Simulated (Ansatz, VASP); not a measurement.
Ag in VASP and in Ansatz

INCAR

```
  ALGO = Fast
  EDIFF = 1E-6
  ENCUT = 520
  GGA = PS
  ISIF = 2
  ISMEAR = 0
  LASPH = True
  LCHARG = True
  LELF = True
  LREAL = False
  LVHAR = True
  LWAVE = False
  NBANDS = 54
  NELM = 100
  PREC = Accurate
  SIGMA = 0.15
```

The input KPOINTS:

```
k-points
0
Gamma
  19 19 3
```

Contents of POSCAR:

```
Ag
1.0
   -2.8709531720      0.0000000000      0.0000000000
   -1.4354765860     -2.4863183800      0.0000000000
    0.0000000000      0.0000000000     20.6761177600
Ag
8
Direct
    0.3333333333      0.3333333333      0.0564543776
    0.3333333333      0.3333333333      0.5080893987
    0.6666666667      0.6666666667      0.2822718882
    0.6666666667      0.6666666667      0.7339069092
    1.0000000000      1.0000000000      0.3951806434
    1.0000000000      1.0000000000      0.8468156645
    0.0000000000      0.0000000000      0.1693631329
    0.0000000000      0.0000000000      0.6209981540
```

Input for Ansatz:

```yaml
crystal:
  lattice:
    - [-2.870953172, 0.0, 0.0]
    - [-1.435476586, -2.48631838, 0.0]
    - [0.0, 0.0, 20.67611776]
  atoms:
    - { symbol: Ag, position: [0.3333333333, 0.3333333333, 0.0564543776] }
    - { symbol: Ag, position: [0.3333333333, 0.3333333333, 0.5080893987] }
    - { symbol: Ag, position: [0.6666666667, 0.6666666667, 0.2822718882] }
    - { symbol: Ag, position: [0.6666666667, 0.6666666667, 0.7339069092] }
    - { symbol: Ag, position: [1.0, 1.0, 0.3951806434] }
    - { symbol: Ag, position: [1.0, 1.0, 0.8468156645] }
    - { symbol: Ag, position: [0.0, 0.0, 0.1693631329] }
    - { symbol: Ag, position: [0.0, 0.0, 0.620998154] }
basis:
  ecutwfc: 420
kpoints:
  mp_grid: { grid: [19, 19, 3] }
hamiltonian:
  xc: pbesol
scf:
  occupations: { method: gaussian, width: 0.15 }
output:
  forces: true
  stress: true
  eigenvalues: true
```

Alike in both runs: task single point; functional PBEsol; k mesh 19 × 19 × 3; occupations gaussian, width 0.15 eV; no spin polarisation.

|  | VASP | Ansatz |
| --- | --- | --- |
| version | VASP 6.6.1 | Ansatz 0.2.0 |
| potentials or method | VASP PAW PBE potentials, release 64 (Ag), cutoff 520 eV | scalar-relativistic, plane waves, PAW |
| valence electrons in the cell | 88 | 152 |

Ansatz gave:

* gap on the k mesh at the Fermi level (eV): none
* pressure (GPa): -1.3
* traceless stress, the component that is largest in VASP (GPa): 0.81
* rms of the force components (eV/Å): 0.041

Task: Estimate VASP's values.

Result: gap on the k mesh at the Fermi level (eV): none; pressure (GPa): -1.4; traceless stress, the component that is largest in VASP (GPa): 0.81; rms of the force components (eV/Å): 0.038.

VASP's potentials were made for PBE, not for PBEsol. Atom by atom the forces differ by 0.002 eV/Å (rms over components). A gap of «none» marks a metal or a gap that the smearing closes. The functional is the same, so the differences come from potentials, cutoffs and numerics. VASP's potentials hold 88 valence electrons a cell and Ansatz's 152, so a difference there can come from the potentials and not from the codes.
